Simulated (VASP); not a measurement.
# MnS (F-43m) in VASP: a series of runs

Runs on MnS. Level: r2SCAN. Tasks: single point.

All numbers are computed with VASP 6.6.1; they aren't measurements. Logs are shortened: lines on timing, memory, paths and dates and some standing lists are left out, and cuts for length are marked.

### 1 The cell of the first run

Symmetry: F-43m, No. 216, cubic system. The conventional cell has a = 5.646 Å, b = 5.646 Å, c = 5.646 Å, α = 90.00°, β = 90.00°, γ = 90.00°. Mn (site symmetry -43m) has 4 S at 2.44 Å within 3.2 Å. Within 3.2 Å of S (site symmetry -43m) lie 4 Mn at 2.44 Å.

### 2 Single point, r2SCAN, collinear spin, ferromagnetic start

Contents of POSCAR:

```
MnS
1.0
    0.0000000000      2.8227655993      2.8227655993
    2.8227655993      0.0000000000      2.8227655993
    2.8227655993      2.8227655993      0.0000000000
Mn S
1 1
Direct
    0.0000000000      0.0000000000      0.0000000000
    0.2500000000      0.2500000000      0.2500000000
```

Contents of INCAR.step1:

```
ALGO     = Normal         # electronic algorithm
EDIFF    = 1E-5           # SCF threshold, eV
ENCUT    = 550            # plane-wave cutoff, eV
GGA      = PE             # functional
GGA_COMPAT= F            
ISMEAR   = 0              # smearing method
ISPIN    = 2              # spin polarisation
LASPH    = T              # aspherical terms in the spheres
LCHARG   = F              # write CHGCAR
LMAXMIX  = 4              # l up to which the mixer works
LREAL    = F              # projectors in reciprocal space
LWAVE    = T              # write WAVECAR
MAGMOM   = 5 0            # initial moments
NBANDS   = 20             # bands
NELM     = 200            # most SCF steps
PREC     = Accurate       # precision mode
SIGMA    = 0.05           # smearing width, eV
```

Contents of INCAR.step2:

```
ALGO     = Normal         # electronic algorithm
EDIFF    = 1E-6           # SCF threshold, eV
ENCUT    = 550            # plane-wave cutoff, eV
GGA_COMPAT= F            
ISIF     = 2              # what is computed and relaxed
ISMEAR   = 0              # smearing method
ISPIN    = 2              # spin polarisation
ISTART   = 1            
LASPH    = T              # aspherical terms in the spheres
LCHARG   = F              # write CHGCAR
LMAXMIX  = 4              # l up to which the mixer works
LMIXTAU  = T            
LORBIT   = 11             # projections on sites
LREAL    = F              # projectors in reciprocal space
LWAVE    = F              # write WAVECAR
MAGMOM   = 5 0            # initial moments
METAGGA  = R2SCAN         # meta-GGA
NBANDS   = 20             # bands
NELM     = 200            # most SCF steps
PREC     = Accurate       # precision mode
SIGMA    = 0.05           # smearing width, eV
```

Contents of KPOINTS:

```
k-points
0
Gamma
  10 10 10
```

Potentials or basis: VASP PAW PBE potentials, release 64 (Mn_pv, S).

The run is started by

```bash
> cat potpaw_PBE.64/Mn_pv/POTCAR potpaw_PBE.64/S/POTCAR > POTCAR
> cp INCAR.step1 INCAR
> mpirun -np 1 vasp_std > vasp.out
> cp INCAR.step2 INCAR
> mpirun -np 1 vasp_std > vasp.out
```

OUTCAR:

```text
EDIFF = 1E-6
   ENCUT = 550
   ISIF = 2
   ISMEAR = 0
   ISPIN = 2
   ISTART = 1
   LASPH = T
   LORBIT = 11
   LREAL = F
   METAGGA = R2SCAN
   NELM = 200
   PREC = Accurate

 ion  position               nearest neighbor table
   1  0.000  0.000  0.000-   2 2.44   2 2.44   2 2.44   2 2.44
   2  0.250  0.250  0.250-   1 2.44   1 2.44   1 2.44   1 2.44

  LATTYP: Found a face centered cubic cell.
 ALAT       =     5.6455311986

  Lattice vectors:

 A1 = (   0.0000000000,   2.8227655993,   2.8227655993)
 A2 = (   2.8227655993,   0.0000000000,   2.8227655993)
 A3 = (   2.8227655993,   2.8227655993,   0.0000000000)

Analysis of symmetry for initial positions (statically):
=====================================================================
 Subroutine PRICEL returns:
 Original cell was already a primitive cell.

 Routine SETGRP: Setting up the symmetry group for a
 face centered cubic supercell.

 Subroutine GETGRP returns: Found 24 space group operations
 (whereof 24 operations were pure point group operations)
 out of a pool of 48 trial point group operations.

The static configuration has the point symmetry T_d .

Analysis of symmetry for dynamics (positions and initial velocities):
=====================================================================
 Subroutine PRICEL returns:
 Original cell was already a primitive cell.

 Routine SETGRP: Setting up the symmetry group for a
 face centered cubic supercell.

 Subroutine GETGRP returns: Found 24 space group operations
 (whereof 24 operations were pure point group operations)
 out of a pool of 48 trial point group operations.

The dynamic configuration has the point symmetry T_d .

Analysis of structural, dynamic, and magnetic symmetry:
=====================================================================
 Subroutine PRICEL returns:
 Original cell was already a primitive cell.

 Routine SETGRP: Setting up the symmetry group for a
 face centered cubic supercell.

 Subroutine GETGRP returns: Found 24 space group operations
 (whereof 24 operations were pure point group operations)
 out of a pool of 48 trial point group operations.

The overall configuration has the point symmetry T_d .

 Subroutine INISYM returns: Found 24 space group operations
 (whereof 24 operations are pure point group operations),
 and found     1 'primitive' translations

----------------------------------------------------------------------------------------

                                     Primitive cell

  volume of cell :      44.9836

  direct lattice vectors                    reciprocal lattice vectors
     0.000000000  2.822765599  2.822765599    -0.177131250  0.177131250  0.177131250
     2.822765599  0.000000000  2.822765599     0.177131250 -0.177131250  0.177131250
     2.822765599  2.822765599  0.000000000     0.177131250  0.177131250 -0.177131250

  length of vectors
     3.991993394  3.991993394  3.991993394     0.306800325  0.306800325  0.306800325

  position of ions in fractional coordinates (direct lattice)
     0.000000000  0.000000000  0.000000000
     0.250000000  0.250000000  0.250000000

  ion indices of the primitive-cell ions
   primitive index   ion index
                 1           1
                 2           2

----------------------------------------------------------------------------------------

 KPOINTS: k-points

Automatic generation of k-mesh.
 Grid dimensions read from file:
 generate k-points for:   10   10   10

 Generating k-lattice:

  Cartesian coordinates                     Fractional coordinates (reciprocal lattice)
    -0.017713125  0.017713125  0.017713125     0.100000000  0.000000000  0.000000000
     0.017713125 -0.017713125  0.017713125     0.000000000  0.100000000  0.000000000
     0.017713125  0.017713125 -0.017713125     0.000000000  0.000000000  0.100000000

  Length of vectors
     0.030680033  0.030680033  0.030680033

  Shift w.r.t. Gamma in fractional coordinates (k-lattice)
     0.000000000  0.000000000  0.000000000

 Subroutine IBZKPT returns following result:
 ===========================================

 Found     47 irreducible k-points:

 Following reciprocal coordinates:
            Coordinates               Weight
  0.000000  0.000000  0.000000      1.000000
  0.100000  0.000000  0.000000      8.000000
  0.200000  0.000000  0.000000      8.000000
  0.300000  0.000000  0.000000      8.000000
  0.400000  0.000000  0.000000      8.000000
  0.500000  0.000000  0.000000      4.000000
[... 16 lines left out ...]
  0.300000  0.300000  0.000000      6.000000
  0.400000  0.300000  0.000000     24.000000
 [... further k-points ...]
   k-points           NKPTS =     47   k-points in BZ     NKDIM =     47   number of bands    NBANDS=     20
   number of dos      NEDOS =    301   number of ions     NIONS =      2
   total plane-waves  NPLWV =  32768
   dimension x,y,z NGX =    32 NGY =   32 NGZ =   32
   dimension x,y,z NGXF=    64 NGYF=   64 NGZF=   64
   ions per type =               1   1
   NGX,Y,Z   is equivalent  to a cutoff of  13.33, 13.33, 13.33 a.u.
   NGXF,Y,Z  is equivalent  to a cutoff of  26.65, 26.65, 26.65 a.u.
 SYSTEM =  unknown system
   PREC   = accura    normal or accurate (medium, high low for compatibility)
   ISTART =      1    job   : 0-new  1-cont  2-samecut
   ICHARG =      0    charge: 1-file 2-atom 10-const
   ISPIN  =      2    spin polarized calculation?
   LNONCOLLINEAR =      F non collinear calculations
   LSORBIT =      F    spin-orbit coupling
   LASPH  =      T    aspherical Exc in radial PAW
   ENCUT  =  550.0 eV  40.42 Ry    6.36 a.u.   7.63  7.63  7.63*2*pi/ulx,y,z
   NELM   =    200;   NELMIN=  2; NELMDL=  0     # of ELM steps
   EDIFF  = 0.1E-05   stopping-criterion for ELM
   LREAL  =      F    real-space projection
   EDIFFG = 0.1E-04   stopping-criterion for IOM
   NSW    =      0    number of steps for IOM
   IBRION =     -1    ionic relax: 0-MD 1-quasi-New 2-CG
   NFREE  =      0    steps in history (QN), initial steepest desc. (CG)
   ISIF   =      2    stress and relaxation
   ISYM   =      2    0-nonsym 1-usesym 2-fastsym
   POTIM  = 0.5000    time-step for ionic-motion
   TEBEG  =    0.0;   TEEND  =   0.0 temperature during run
   PSTRESS=    0.0 pullay stress
   NELECT =      19.0000    total number of electrons
   NUPDOWN=      -1.0000    fix difference up-down
   EMIN   =  10.00;   EMAX   =-10.00  energy-range for DOS
   EFERMI =   0.00;   METHOD = LEGACY
   ISMEAR =     0;   SIGMA  =   0.05  broadening in eV -4-tet -1-fermi 0-gaus
   EFERMI_NEDOS =   21; number of points for ismear=-14 and -15
   IALGO  =     38    algorithm
   IMIX   =      4    mixing-type and parameters
     AMIX     =   0.40;   BMIX     =  1.00
     AMIX_MAG =   1.60;   BMIX_MAG =  1.00
  volume/ion in A,a.u.               =      22.49       151.78
  Fermi-wavevector in a.u.,A,eV,Ry     =   1.228310  2.321169 20.527718  1.508745
  Thomas-Fermi vector in A             =   2.363240
   LORBIT       =     11    0 simple, 1 ext, 2 COOP (PROOUT), +10 PAW based schemes
   METAGGA = R2SCAN    functional components
   LHFCALC =     F    Hartree Fock is set to
   AEXX    =    0.0000 exact exchange contribution
   IVDW    =     0    specifies the selected vdW correction
   LEPSILON=     F    determine dielectric tensor
   LRPA    =     F    only Hartree local field effects (RPA)
 spin polarized calculation
 Gauss-broadening in eV      SIGMA  =   0.05
  energy-cutoff  :      550.00
  volume of cell :       44.98
 maximum number of plane-waves:      1363
   NGX = 15   NGY = 15   NGZ = 15

 number of electron      18.9999986 magnetization       4.9999992

 Free energy of the ion-electron system (eV)
  ---------------------------------------------------
  ext. energy  EPLUGINS =         0.00000000
  ---------------------------------------------------
  free energy    TOTEN  =       -24.87988779 eV

  energy without entropy =      -24.87988779  energy(sigma->0) =      -24.87988779

 E-fermi :   4.4170     XC(G=0):  -9.7500

 val. band max:        4.1206135261   @ k =   0.0000   0.0000   0.0000
 cond. band min:       4.8456756457   @ k =   0.5000   0.5000   0.0000
 fundamental gap:      0.7250621196
 Fermi energy:         4.4169858207

 spin component 1

 k-point     1 :       0.0000    0.0000    0.0000
  band No.  band energies     occupation
      1     -48.9711      1.00000
      2     -48.9710      1.00000
      3     -48.9710      1.00000
      4     -10.1911      1.00000
      5      -1.0482      1.00000
      6      -1.0482      1.00000
[... 12 lines left out ...]
     19      16.4303      0.00000
     20      17.2155      0.00000

 k-point     2 :       0.1000    0.0000    0.0000
  band No.  band energies     occupation
      1     -48.9713      1.00000
      2     -48.9711      1.00000
      3     -48.9711      1.00000
      4     -10.1339      1.00000
      5      -1.1173      1.00000
      6      -1.0226      1.00000
[... 498 lines left out ...]
 k-point    24 :       0.4000    0.3000    0.0000
  band No.  band energies     occupation
      1     -48.9733      1.00000
      2     -48.9720      1.00000
      3     -48.9719      1.00000
      4      -9.5001      1.00000
      5      -1.7024      1.00000
      6      -0.6081      1.00000
[... 12 lines left out ...]
     19      18.9002      0.00000
     20      19.5983      0.00000

 [... further k-points ...]

 spin component 2

 k-point     1 :       0.0000    0.0000    0.0000
  band No.  band energies     occupation
      1     -42.7653      1.00000
      2     -42.7653      1.00000
      3     -42.7653      1.00000
      4      -9.8771      1.00000
      5       0.9572      1.00000
      6       0.9572      1.00000
[... 12 lines left out ...]
     19      17.7417      0.00000
     20      18.4250      0.00000

 k-point     2 :       0.1000    0.0000    0.0000
  band No.  band energies     occupation
      1     -42.7658      1.00000
      2     -42.7654      1.00000
      3     -42.7654      1.00000
      4      -9.8220      1.00000
      5       0.7187      1.00000
      6       0.9627      1.00000
[... 498 lines left out ...]
 k-point    24 :       0.4000    0.3000    0.0000
  band No.  band energies     occupation
      1     -42.7693      1.00000
      2     -42.7669      1.00000
      3     -42.7668      1.00000
      4      -9.2106      1.00000
      5      -0.6091      1.00000
      6       0.7349      1.00000
[... 12 lines left out ...]
     19      19.8910      0.00000
     20      20.6279      0.00000

 [... further k-points ...]
[... 5 lines left out ...]
  --------------------------------------------------------------------------------------
  -------------------------------------------------------------------------------------
  Total        0.0314635      0.0314635      0.0314635     -0.0000000      0.0000000     -0.0000000
  in kB        1.1206325      1.1206325      1.1206325     -0.0000000      0.0000000     -0.0000000
  external PRESSURE =       1.1206325 kB  Pullay stress =       0.0000000 kB

 VOLUME and BASIS-vectors are now :
 -----------------------------------------------------------------------------
  energy-cutoff  :      550.00
  volume of cell :       44.98
      direct lattice vectors                 reciprocal lattice vectors
     0.000000000  2.822765599  2.822765599    -0.177131250  0.177131250  0.177131250
     2.822765599  0.000000000  2.822765599     0.177131250 -0.177131250  0.177131250
     2.822765599  2.822765599  0.000000000     0.177131250  0.177131250 -0.177131250

 POSITION                                       TOTAL-FORCE (eV/Angst)
 -----------------------------------------------------------------------------------
      0.00000      0.00000      0.00000         0.000000     -0.000000     -0.000000
      1.41138      1.41138      1.41138        -0.000000      0.000000      0.000000
 -----------------------------------------------------------------------------------
    total drift:                                0.000000      0.000000      0.000000

  FREE ENERGIE OF THE ION-ELECTRON SYSTEM (eV)
  ---------------------------------------------------
  free  energy   TOTEN  =       -24.8798877879 eV

  energy  without entropy=      -24.8798877879  energy(sigma->0) =      -24.87988779

 total charge

# of ion       s       p       d       tot
------------------------------------------
    1        0.266   6.202   4.872  11.341
    2        1.302   2.487   0.000   3.789
--------------------------------------------------
tot          1.568   8.690   4.872  15.130

 magnetization (x)

# of ion       s       p       d       tot
------------------------------------------
    1        0.048   0.061   4.366   4.475
    2        0.013   0.059   0.000   0.072
--------------------------------------------------
tot          0.061   0.121   4.366   4.548
```

Wall time 11 min (1 thread of Oxide Virtual Turin-like, shared host); peak memory 0.22 GiB.

Results:

```yaml
Free_energy: -24.8799 eV
Pressure: 0.1 GPa
Band_gap_on_the_k_mesh: 0.73 eV (least direct gap 1.23 eV)
Net_moment: 5.00 μB per cell
Site_moments: Mn +4.47; S +0.07 μB
Valence_electrons_inside_the_program's_atomic_spheres: Mn 11.34; S 3.79
```

Caveat: the PAW data sets were made with another functional, which shifts forces and pressure a little; a cell with one magnetic atom can't hold antiferromagnetic order, which such compounds often take. A k mesh can miss the band edges.

### 3 Single point, r2SCAN, collinear spin, ferromagnetic start (22.51 Å³/atom)

Contents of POSCAR:

```
MnS
1.0
    0.0000000000      2.8236861980      2.8236861980
    2.8236861980      0.0000000000      2.8236861980
    2.8236861980      2.8236861980      0.0000000000
Mn S
1 1
Direct
    0.0000000000      0.0000000000      0.0000000000
    0.2500000000      0.2500000000      0.2500000000
```

Contents of INCAR.step1:

```
PREC = Accurate ; ENCUT = 550
ISMEAR = 0 ; SIGMA = 0.05
LREAL = F ; LASPH = T
NELM = 200 ; ISPIN = 2
MAGMOM = 4.76 0 ; LMAXMIX = 4
NBANDS = 20 ; GGA = PE
ALGO = Normal ; EDIFF = 1E-5
LWAVE = T ; LCHARG = F
GGA_COMPAT = F
```

Contents of INCAR.step2:

```
PREC = Accurate ; ENCUT = 550
EDIFF = 1E-6 ; ISMEAR = 0
SIGMA = 0.05 ; LREAL = F
LASPH = T ; NELM = 200
ALGO = Normal ; ISIF = 2
LWAVE = F ; LCHARG = F
ISPIN = 2 ; MAGMOM = 4.76 0
LORBIT = 11 ; LMAXMIX = 4
METAGGA = R2SCAN ; LMIXTAU = T
NBANDS = 20 ; ISTART = 1
GGA_COMPAT = F
```

Contents of KPOINTS:

```
regular mesh
0
Gamma
  10 10 10
```

Potentials or basis: VASP PAW PBE potentials, release 64 (Mn_pv, S).

The run is started by

```bash
> cat potpaw_PBE.64/Mn_pv/POTCAR potpaw_PBE.64/S/POTCAR > POTCAR
> cp INCAR.step1 INCAR
> mpirun -np 1 vasp_std > vasp.out
> cp INCAR.step2 INCAR
> mpirun -np 1 vasp_std > vasp.out
```

Run time: 9.6 min. Hardware: 1 thread of Oxide Virtual Turin-like, shared host; peak memory 0.22 GiB.

It converged, with:

| Item | Value |
| --- | --- |
| Free energy | -24.8799 eV |
| Pressure | 0.0 GPa |
| Band gap on the k mesh | 0.73 eV (least direct gap 1.23 eV) |
| Net moment | 5.00 μB per cell |
| Site moments | Mn +4.48; S +0.07 μB |
| Valence electrons inside the program's atomic spheres | Mn 11.34; S 3.79 |

Levels at points of the mesh, in eV from the valence-band top:
Spin up:
```tsv
k point	band 10	band 11	band 12	band 13	band 14	band 15
(0.00, 0.00, 0.00)	0.00	0.00	0.00	1.23	6.22	6.22
(0.50, 0.00, 0.00)	-3.35	-1.00	-1.00	3.21	6.59	6.59
(0.50, 0.50, 0.00)	-3.06	-2.43	-2.43	2.93	4.52	9.49
```
Spin down:
```tsv
k point	band 5	band 6	band 7	band 8	band 9	band 10
(0.00, 0.00, 0.00)	-3.16	-3.16	-3.16	1.86	1.86	2.51
(0.50, 0.00, 0.00)	-5.13	-3.12	-3.12	1.86	2.00	2.00
(0.50, 0.50, 0.00)	-5.02	-3.32	-3.32	0.73	1.78	2.34
```

Caveat: the PAW data sets were made with another functional, which shifts forces and pressure a little; a cell with one magnetic atom can't hold antiferromagnetic order, which such compounds often take. r2SCAN opens gaps a little over a GGA but as a rule still falls short of measured ones.

(Part 1 of 2 ends here.)
